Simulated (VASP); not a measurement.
Runs of VASP 6.6.1 on ScAl3. The structure is that of space group Pm-3m (No. 221), or close to it. The cells are those of the table. 

| task | cell | cutoff (eV) | gap on the mesh (eV) | pressure (GPa) |
| --- | --- | --- | --- | --- |
| single point | a = 4.049 Å, 4 atoms | 500 | none | 3.9 |
| single point | a = 4.132 Å, 4 atoms | 500 | none | (b) |
| single point | a = 4.098 Å, 4 atoms | 500 | none | (a) |
| single point | a = 4.105 Å, 4 atoms | 500 | none | 0.0 |
| single point | a = 4.077 Å, 4 atoms | 500 | none | 1.8 |
| single point | a = 4.159 Å, 4 atoms | 500 | none | -3.1 |
| electric field gradients | a = 4.105 Å, 4 atoms | 400 | none | 0.0 |

Alike in all rows: level PBE; potentials or basis VASP PAW PBE potentials, release 64 (Sc_sv, Al); no spin polarisation; k mesh 10 × 10 × 10; smearing gaussian 0.05 eV.

Problem. Estimate the missing entries.

Solution. (a) 0.5; (b) -1.6.

A gap of «none» marks levels without a gap at the run's occupations.
